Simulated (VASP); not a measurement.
The system is LiF.

```xyz
2
Lattice="-0.0299 1.9949 1.9949 1.9949 -0.0299 1.9949 1.9649 1.9649 0.0000" Properties=species:S:1:pos:R:3 pbc="T T T"
Li    0.0000    0.0000    0.0000
F     1.9649    1.9649    1.9949
```

This cell differs from its parent crystal: shear xy strain -3.0%.

Base run:

- Program: VASP 6.6.1
- Functional: r2SCAN
- Potentials or basis: VASP PAW PBE potentials, release 64 (Li_sv, F)
- Cutoff: 520 eV
- k mesh: 10 × 10 × 10
- Occupations: gaussian, width 0.01 eV
- Spin: no spin polarisation

Its results: band gap on the k mesh 10.46 eV, direct.

The run is repeated on the same cell with these changes: functional from r2SCAN to PBE; k mesh from 10 × 10 × 10 to 6 × 6 × 6. What comes out?

Band gap on the k mesh 9.26 eV, direct.

Several settings changed at once, so the effect can't be laid on one alone.

Caveats: some runs use coarse meshes.

A k mesh can miss the band edges.
